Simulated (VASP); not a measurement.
Set up this calculation in VASP 6.6.1, as the native input.

```yaml
Task: relaxation of cell and atoms
Functional: PBEsol
Potentials_or_basis: VASP PAW PBE potentials, release 64 (Ba_sv)
Cutoff: 500 eV
k_mesh: 12 × 12 × 12
Occupations: fermi-dirac, width 0.02 eV
Spin: no spin polarisation
Dipole_correction: no
Further_INCAR_settings: ALGO = Normal; EDIFF = 1e-07; IBRION = 2; EDIFFG = -0.02; NSW = 80; ISIF = 3
```

The structure of Ba lies in POSCAR:

```
Ba
1.0
   -2.5065000000      2.5065000000      2.5065000000
    2.5065000000     -2.5065000000      2.5065000000
    2.5065000000      2.5065000000     -2.5065000000
Ba
1
Direct
    0.0000000000      0.0000000000      0.0000000000
```

One way to write it, as run:

INCAR

```
SYSTEM = Ba
PREC     = Accurate       ! precision mode
ENCUT    = 500            ! plane-wave cutoff, eV
EDIFF    = 1E-7           ! SCF threshold, eV
ISMEAR   = -1             ! smearing method
SIGMA    = 0.02           ! smearing width, eV
LREAL    = .FALSE.        ! projectors in reciprocal space
LASPH    = .TRUE.         ! aspherical terms in the spheres
NELM     = 120            ! most SCF steps
ALGO     = Normal         ! electronic algorithm
ISIF     = 3              ! what is computed and relaxed
LWAVE    = .FALSE.        ! write WAVECAR
LCHARG   = .FALSE.        ! write CHGCAR
GGA      = PS             ! functional
IBRION   = 2              ! ionic algorithm
NSW      = 80             ! ionic steps
EDIFFG   = -0.02          ! ionic threshold
GGA_COMPAT= .FALSE.      
NELMIN   = 4
```

KPOINTS

```
Automatic mesh
0
G
  12 12 12
  0 0 0
```

Potentials or basis: VASP PAW PBE potentials, release 64 (Ba_sv).

The run is started by

```sh
$ cat potpaw_PBE.64/Ba_sv/POTCAR > POTCAR
$ mpirun -np 1 vasp_std > vasp.out
```

Results of the run:

```json
{
 "Relaxed volume": "58.55 Å³/atom",
 "Relaxed cell": "a = 4.237 Å, b = 4.237 Å, c = 4.237 Å, α = 109.47°, β = 109.47°, γ = 109.47°",
 "Space group after relaxing (to 0.1 Å)": "Im-3m (No. 229)",
 "Energy gained by relaxing": "8.8 meV/atom",
 "Ionic steps": "3",
 "Pressure after relaxing": "0.0 GPa",
 "Band gap on the k mesh": "zero (bands 5 and 6 overlap by 1.23 eV)"
}
```

Caveat: the PAW data sets were made with another functional, which shifts forces and pressure a little; spin-orbit coupling is left out, which moves the levels of the heavy elements.

Run time: 76 s on 1 thread of Intel(R) Xeon(R) Platinum 8488C (Sapphire Rapids), on a shared host, peak memory 0.21 GiB.
